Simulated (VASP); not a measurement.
Runs of VASP 6.6.1 on Yb. The structure is that of space group P6_3/mmc (No. 194), or close to it. The cells are those of the table. 

```tsv
level	spin	fixed moment (μB)	cell	k mesh	gap on the mesh (eV)	pressure (GPa)	moment (μB)
PBE	collinear, ferromagnetic start	0.5	a = 3.880, b = 3.880, c = 6.386 Å, angles 90.0, 90.0, 120.0°, 2 atoms	7 × 7 × 4	-	(b)	0.50
PBE	collinear, ferromagnetic start	1.0	a = 3.880, b = 3.880, c = 6.386 Å, angles 90.0, 90.0, 120.0°, 2 atoms	7 × 7 × 4	-	(a)	1.00
PBE	collinear, zero start	0.0	a = 3.880, b = 3.880, c = 6.386 Å, angles 90.0, 90.0, 120.0°, 2 atoms	7 × 7 × 4	-	-2.0	0.00
LDA	collinear, ferromagnetic start	-	a = 3.880, b = 3.880, c = 6.386 Å, angles 90.0, 90.0, 120.0°, 2 atoms	6 × 6 × 3	none	-4.9	0.00
PBEsol	collinear, ferromagnetic start	-	a = 3.880, b = 3.880, c = 6.386 Å, angles 90.0, 90.0, 120.0°, 2 atoms	6 × 6 × 3	none	-3.2	0.01
PBE	off	-	a = 3.880, b = 3.880, c = 6.386 Å, angles 90.0, 90.0, 120.0°, 2 atoms	8 × 8 × 4	none	-1.9	-
PBE	collinear, ferromagnetic start	-	a = 3.854, b = 3.854, c = 6.343 Å, angles 90.0, 90.0, 120.0°, 2 atoms	8 × 8 × 4	none	(c)	0.01
LDA	off	-	a = 3.880, b = 3.880, c = 6.386 Å, angles 90.0, 90.0, 120.0°, 2 atoms	6 × 6 × 3	none	-4.7	-
```

Alike in all rows: task single point; potentials or basis VASP PAW PBE potentials, release 64 (Yb); cutoff (eV) 520; smearing fermi-dirac 0.05 eV.

Task: Fill in the values left out.

Result: (a) -2.3; (b) -4.1; (c) 61.4.

Caveats: spin-orbit coupling is left out, which moves the levels of the heavy elements; the total moment is fixed, so each spin has its own Fermi level (some runs); the PAW data sets were made with another functional, which shifts forces and pressure a little (some runs).

A k mesh can miss the band edges, and the runs leave out spin-orbit coupling on Yb.

A gap of «none» marks levels without a gap at the run's occupations.
